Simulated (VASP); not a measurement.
# Co (P-3m1) in VASP: single point with r2SCAN

Aim: the single point of Co with r2SCAN.

Program: VASP 6.6.1. These are calculated values, not measurements. Logs are shortened: lines on timing, memory, paths and dates and some standing lists are left out, and cuts for length are marked.

### Step 1. The cell of the first run

The structure is trigonal, space group P-3m1 (No. 164). Conventional cell: a = 2.473 Å, b = 2.473 Å, c = 4.035 Å, α = 90.00°, β = 90.00°, γ = 120.00°. Within 3.2 Å of Co (site symmetry 3m) lie 12 Co at 2.43 to 2.52 Å.

### Step 2. Single point, r2SCAN, collinear spin, ferromagnetic start

File POSCAR:

```
Co
1.0
    2.4730080100      0.0000000000      0.0000000000
   -1.2365040050      2.1416877604      0.0000000000
    0.0000000000      0.0000000000      4.0346288870
Co
2
Direct
    0.6666666667      0.3333333333      0.2567336481
    0.3333333333      0.6666666667      0.7432663519
```

File INCAR.step1:

```
ALGO = Normal
EDIFF = 1E-4
ENCUT = 520
GGA = PE
ISMEAR = 0
ISPIN = 2
LASPH = T
LCHARG = F
LMAXMIX = 4
LREAL = F
LWAVE = T
MAGMOM = 2.09 2.09
NBANDS = 20
NELM = 150
PREC = Accurate
SIGMA = 0.1
```

File INCAR.step2:

```
ALGO = Normal
EDIFF = 1E-7
ENCUT = 520
ISIF = 2
ISMEAR = 0
ISPIN = 2
ISTART = 1
LASPH = T
LCHARG = F
LMAXMIX = 4
LMIXTAU = T
LORBIT = 11
LREAL = F
LWAVE = F
MAGMOM = 2.09 2.09
METAGGA = R2SCAN
NBANDS = 20
NELM = 150
PREC = Accurate
SIGMA = 0.1
```

File KPOINTS:

```
k-points
0
Gamma
  18 18 10
```

Potentials or basis: VASP PAW PBE potentials, release 64 (Co).

Started as:

```bash
cat potpaw_PBE.64/Co/POTCAR > POTCAR
cp INCAR.step1 INCAR
mpirun -np 1 vasp_std > vasp.out
cp INCAR.step2 INCAR
mpirun -np 1 vasp_std > vasp.out
```

OUTCAR:

```text
EDIFF = 1E-7
   ENCUT = 520
   ISIF = 2
   ISMEAR = 0
   ISPIN = 2
   ISTART = 1
   LASPH = T
   LORBIT = 11
   LREAL = F
   METAGGA = R2SCAN
   NELM = 150
   PREC = Accurate

 ion  position               nearest neighbor table
   1  0.667  0.333  0.257-   2 2.43   2 2.43   2 2.43   2 2.52   2 2.52   2 2.52
   2  0.333  0.667  0.743-   1 2.43   1 2.43   1 2.43   1 2.52   1 2.52   1 2.52

  LATTYP: Found a hexagonal cell.
 ALAT       =     2.4730080100
 C/A-ratio  =     1.6314661621

  Lattice vectors:

 A1 = (   2.4730080100,   0.0000000000,   0.0000000000)
 A2 = (  -1.2365040050,   2.1416877604,   0.0000000000)
 A3 = (   0.0000000000,   0.0000000000,   4.0346288870)

Analysis of symmetry for initial positions (statically):
=====================================================================
 Subroutine PRICEL returns:
 Original cell was already a primitive cell.

 Routine SETGRP: Setting up the symmetry group for a
 hexagonal supercell.

 Subroutine GETGRP returns: Found 12 space group operations
 (whereof 12 operations were pure point group operations)
 out of a pool of 24 trial point group operations.

The static configuration has the point symmetry D_3d.

Analysis of symmetry for dynamics (positions and initial velocities):
=====================================================================
 Subroutine PRICEL returns:
 Original cell was already a primitive cell.

 Routine SETGRP: Setting up the symmetry group for a
 hexagonal supercell.

 Subroutine GETGRP returns: Found 12 space group operations
 (whereof 12 operations were pure point group operations)
 out of a pool of 24 trial point group operations.

The dynamic configuration has the point symmetry D_3d.

Analysis of structural, dynamic, and magnetic symmetry:
=====================================================================
 Subroutine PRICEL returns:
 Original cell was already a primitive cell.

 Routine SETGRP: Setting up the symmetry group for a
 hexagonal supercell.

 Subroutine GETGRP returns: Found 12 space group operations
 (whereof 12 operations were pure point group operations)
 out of a pool of 24 trial point group operations.

The overall configuration has the point symmetry D_3d.

 Subroutine INISYM returns: Found 12 space group operations
 (whereof 12 operations are pure point group operations),
 and found     1 'primitive' translations

----------------------------------------------------------------------------------------

                                     Primitive cell

  volume of cell :      21.3691

  direct lattice vectors                    reciprocal lattice vectors
     2.473008010  0.000000000  0.000000000     0.404365856  0.233460736  0.000000000
    -1.236504005  2.141687760  0.000000000     0.000000000  0.466921471  0.000000000
     0.000000000  0.000000000  4.034628887     0.000000000  0.000000000  0.247854271

  length of vectors
     2.473008010  2.473008010  4.034628887     0.466921471  0.466921471  0.247854271

  position of ions in fractional coordinates (direct lattice)
     0.666666667  0.333333333  0.256733648
     0.333333333  0.666666667  0.743266352

  ion indices of the primitive-cell ions
   primitive index   ion index
                 1           1
                 2           2

----------------------------------------------------------------------------------------

 KPOINTS: k-points

Automatic generation of k-mesh.
 Grid dimensions read from file:
 generate k-points for:   18   18   10

 Generating k-lattice:

  Cartesian coordinates                     Fractional coordinates (reciprocal lattice)
     0.022464770  0.012970041  0.000000000     0.055555556  0.000000000  0.000000000
     0.000000000  0.025940082  0.000000000     0.000000000  0.055555556  0.000000000
     0.000000000  0.000000000  0.024785427     0.000000000  0.000000000  0.100000000

  Length of vectors
     0.025940082  0.025940082  0.024785427

  Shift w.r.t. Gamma in fractional coordinates (k-lattice)
     0.000000000  0.000000000  0.000000000

 Subroutine IBZKPT returns following result:
 ===========================================

 Found    330 irreducible k-points:

 Following reciprocal coordinates:
            Coordinates               Weight
  0.000000  0.000000  0.000000      1.000000
  0.055556  0.000000  0.000000      6.000000
  0.111111  0.000000  0.000000      6.000000
  0.166667  0.000000  0.000000      6.000000
  0.222222 -0.000000  0.000000      6.000000
  0.277778 -0.000000  0.000000      6.000000
[... 16 lines left out ...]
  0.333333  0.111111  0.000000     12.000000
  0.388889  0.111111  0.000000     12.000000
 [... further k-points ...]
   k-points           NKPTS =    330   k-points in BZ     NKDIM =    330   number of bands    NBANDS=     20
   number of dos      NEDOS =    301   number of ions     NIONS =      2
   total plane-waves  NPLWV =   9720
   dimension x,y,z NGX =    18 NGY =   18 NGZ =   30
   dimension x,y,z NGXF=    36 NGYF=   36 NGZF=   60
   ions per type =               2
   NGX,Y,Z   is equivalent  to a cutoff of  12.10, 12.10, 12.36 a.u.
   NGXF,Y,Z  is equivalent  to a cutoff of  24.20, 24.20, 24.72 a.u.
 SYSTEM =  unknown system
   PREC   = accura    normal or accurate (medium, high low for compatibility)
   ISTART =      1    job   : 0-new  1-cont  2-samecut
   ICHARG =      0    charge: 1-file 2-atom 10-const
   ISPIN  =      2    spin polarized calculation?
   LNONCOLLINEAR =      F non collinear calculations
   LSORBIT =      F    spin-orbit coupling
   LASPH  =      T    aspherical Exc in radial PAW
   ENCUT  =  520.0 eV  38.22 Ry    6.18 a.u.   4.60  4.60  7.50*2*pi/ulx,y,z
   NELM   =    150;   NELMIN=  2; NELMDL=  0     # of ELM steps
   EDIFF  = 0.1E-06   stopping-criterion for ELM
   LREAL  =      F    real-space projection
   EDIFFG = 0.1E-05   stopping-criterion for IOM
   NSW    =      0    number of steps for IOM
   IBRION =     -1    ionic relax: 0-MD 1-quasi-New 2-CG
   NFREE  =      0    steps in history (QN), initial steepest desc. (CG)
   ISIF   =      2    stress and relaxation
   ISYM   =      2    0-nonsym 1-usesym 2-fastsym
   POTIM  = 0.5000    time-step for ionic-motion
   TEBEG  =    0.0;   TEEND  =   0.0 temperature during run
   PSTRESS=    0.0 pullay stress
   NELECT =      18.0000    total number of electrons
   NUPDOWN=      -1.0000    fix difference up-down
   EMIN   =  10.00;   EMAX   =-10.00  energy-range for DOS
   EFERMI =   0.00;   METHOD = LEGACY
   ISMEAR =     0;   SIGMA  =   0.10  broadening in eV -4-tet -1-fermi 0-gaus
   EFERMI_NEDOS =   21; number of points for ismear=-14 and -15
   IALGO  =     38    algorithm
   IMIX   =      4    mixing-type and parameters
     AMIX     =   0.40;   BMIX     =  1.00
     AMIX_MAG =   1.60;   BMIX_MAG =  1.00
  volume/ion in A,a.u.               =      10.68        72.10
  Fermi-wavevector in a.u.,A,eV,Ry     =   1.546099  2.921703 32.523659  2.390421
  Thomas-Fermi vector in A             =   2.651383
   LORBIT       =     11    0 simple, 1 ext, 2 COOP (PROOUT), +10 PAW based schemes
   METAGGA = R2SCAN    functional components
   LHFCALC =     F    Hartree Fock is set to
   AEXX    =    0.0000 exact exchange contribution
   IVDW    =     0    specifies the selected vdW correction
   LEPSILON=     F    determine dielectric tensor
   LRPA    =     F    only Hartree local field effects (RPA)
 spin polarized calculation
 Gauss-broadening in eV      SIGMA  =   0.10
  energy-cutoff  :      520.00
  volume of cell :       21.37
 maximum number of plane-waves:       592
   NGX =  9   NGY =  9   NGZ = 15

 number of electron      17.9999994 magnetization       3.5287986

 Free energy of the ion-electron system (eV)
  ---------------------------------------------------
  ext. energy  EPLUGINS =         0.00000000
  ---------------------------------------------------
  free energy    TOTEN  =       -26.42136502 eV

  energy without entropy =      -26.41562042  energy(sigma->0) =      -26.41849272

 E-fermi :  10.5803     XC(G=0): -14.7796

 val. band max:       10.5769234593   @ k =   0.0000   0.2222   0.3000
 cond. band min:      10.5834260595   @ k =   0.4444  -0.0000   0.3000
 fundamental gap:      0.0065026001
 Fermi energy:        10.5802696768

 spin component 1

 k-point     1 :       0.0000    0.0000    0.0000
  band No.  band energies     occupation
      1       1.0988      1.00000
      2       4.6891      1.00000
      3       7.1062      1.00000
      4       7.1435      1.00000
      5       7.1436      1.00000
      6       7.4641      1.00000
[... 12 lines left out ...]
     19      37.4920      0.00000
     20      37.4921      0.00000

 k-point     2 :       0.0556    0.0000    0.0000
  band No.  band energies     occupation
      1       1.2131      1.00000
      2       4.7560      1.00000
      3       6.9837      1.00000
      4       7.1947      1.00000
      5       7.2514      1.00000
      6       7.4395      1.00000
[... 12 lines left out ...]
     19      38.9809      0.00000
     20      39.5952      0.00000
[... 465 lines left out ...]
      3       5.5182      1.00000
      4       6.7524      1.00000
      5       6.9340      1.00000
      6       7.3116      1.00000
[... 12 lines left out ...]
     19      34.3836      0.00000
     20      36.6238      0.00000

 k-point    24 :       0.3889    0.1111    0.0000
  band No.  band energies     occupation
      1       5.1339      1.00000
      2       5.2997      1.00000
      3       5.3963      1.00000
      4       6.9185      1.00000
      5       7.0462      1.00000
      6       7.2095      1.00000
[... 12 lines left out ...]
     19      34.0013      0.00000
     20      36.4166      0.00000

 [... further k-points ...]

 spin component 2

 k-point     1 :       0.0000    0.0000    0.0000
  band No.  band energies     occupation
      1       0.5274      1.00000
      2       5.8574      1.00000
      3       9.4315      1.00000
      4       9.6455      1.00000
      5       9.6455      1.00000
      6       9.7597      1.00000
[... 12 lines left out ...]
     19      38.2137      0.00000
     20      38.2137      0.00000

 k-point     2 :       0.0556    0.0000    0.0000
  band No.  band energies     occupation
      1       0.6443      1.00000
      2       5.9400      1.00000
      3       9.3321      1.00000
      4       9.4682      1.00000
      5       9.7059      1.00000
      6       9.7721      1.00000
[... 12 lines left out ...]
     19      39.7773      0.00000
     20      40.2939      0.00000
[... 465 lines left out ...]
      3       7.2790      1.00000
      4       8.0367      1.00000
      5       9.3699      1.00000
      6       9.6654      1.00000
[... 12 lines left out ...]
     19      35.1730      0.00000
     20      37.4718      0.00000

 k-point    24 :       0.3889    0.1111    0.0000
  band No.  band energies     occupation
      1       6.0933      1.00000
      2       6.9405      1.00000
      3       7.1664      1.00000
      4       8.0321      1.00000
      5       9.3745      1.00000
      6       9.5376      1.00000
[... 12 lines left out ...]
     19      34.7836      0.00000
     20      37.2558      0.00000

 [... further k-points ...]

------------------------ aborting loop because EDIFF is reached ----------------------------------------

  FORCE on cell =-STRESS in cart. coord.  units (eV):
  Direction    XX          YY          ZZ          XY          YZ          ZX
  --------------------------------------------------------------------------------------
  -------------------------------------------------------------------------------------
  Total       -0.0121465     -0.0121465     -0.0300590      0.0000000      0.0000000      0.0000000
  in kB       -0.9107046     -0.9107046     -2.2537168      0.0000000      0.0000000      0.0000000
  external PRESSURE =      -1.3583753 kB  Pullay stress =       0.0000000 kB

 VOLUME and BASIS-vectors are now :
 -----------------------------------------------------------------------------
  energy-cutoff  :      520.00
  volume of cell :       21.37
      direct lattice vectors                 reciprocal lattice vectors
     2.473008010  0.000000000  0.000000000     0.404365856  0.233460736  0.000000000
    -1.236504005  2.141687760  0.000000000     0.000000000  0.466921471  0.000000000
     0.000000000  0.000000000  4.034628887     0.000000000  0.000000000  0.247854271

 POSITION                                       TOTAL-FORCE (eV/Angst)
 -----------------------------------------------------------------------------------
      1.23650      0.71390      1.03582        -0.000000      0.000000     -0.008119
     -0.00000      1.42779      2.99880         0.000000      0.000000      0.008119
 -----------------------------------------------------------------------------------
    total drift:                                0.000000     -0.000000      0.000000

  FREE ENERGIE OF THE ION-ELECTRON SYSTEM (eV)
  ---------------------------------------------------
  free  energy   TOTEN  =       -26.4213650153 eV

  energy  without entropy=      -26.4156204208  energy(sigma->0) =      -26.41849272

 total charge

# of ion       s       p       d       tot
------------------------------------------
    1        0.519   0.577   7.232   8.328
    2        0.519   0.577   7.232   8.328
--------------------------------------------------
tot          1.037   1.155  14.465  16.657

 magnetization (x)

# of ion       s       p       d       tot
------------------------------------------
    1       -0.011  -0.084   1.919   1.825
    2       -0.011  -0.084   1.919   1.825
--------------------------------------------------
tot         -0.022  -0.167   3.838   3.649
```

Run time: 9.2 min. Hardware: 1 thread of Intel Xeon 6975P-C (Granite Rapids), shared host; peak memory 0.29 GiB.

What came out:

- Free energy: -26.4214 eV
- Pressure: -0.1 GPa
- Largest force: 0.008 eV/Å
- Net moment: 3.53 μB per cell
- Site moments: Co +1.82 μB
- Valence electrons inside the program's atomic spheres: Co 8.33

Forces on the atoms (eV/Å):
```
Co   0.000  0.000 -0.008
Co   0.000  0.000  0.008
```

Caveat: the PAW data sets were made with another functional, which shifts forces and pressure a little.
